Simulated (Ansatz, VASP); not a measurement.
# ZnS: VASP beside Ansatz

```
CELL_PARAMETERS angstrom
3.69174 0.00000 0.00000
-1.84587 3.19714 0.00000
0.00000 0.00000 6.30372
ATOMIC_POSITIONS crystal
Zn 0.33333 0.66667 0.00520
Zn 0.66667 0.33333 0.50520
S 0.33333 0.66667 0.37980
S 0.66667 0.33333 0.87980
```

Change from the starting cell: mode 4 frozen in at +0.000 Å, equal normal strain along x and y -0.0400.

Alike in both runs: task single point; functional PBE; k mesh 9 × 9 × 4; occupations gaussian, width 0.05 eV; no spin polarisation.

|  | VASP | Ansatz |
| --- | --- | --- |
| version | VASP 6.6.1 | Ansatz 0.2.0 |
| potentials or method | VASP PAW PBE potentials, release 64 (Zn, S), cutoff 520 eV | scalar-relativistic, plane waves, PAW |
| valence electrons in the cell | 36 | 36 |

Ansatz gave:

| Item | Value |
| --- | --- |
| gap on the k mesh at the Fermi level (eV) | 2.32 |
| least direct gap on the mesh (eV) | 2.32 |
| pressure (GPa) | 7.0 |
| traceless stress, the component that is largest in VASP (GPa) | -4.41 |
| rms of the force components (eV/Å) | 0.198 |

Task: Estimate VASP's values.

Result: gap on the k mesh at the Fermi level (eV): 2.32; least direct gap on the mesh (eV): 2.32; pressure (GPa): 7.2; traceless stress, the component that is largest in VASP (GPa): -4.43; rms of the force components (eV/Å): 0.201.

Atom by atom the forces differ by 0.003 eV/Å (rms over components). The functional is the same, so the differences come from potentials, cutoffs and numerics.
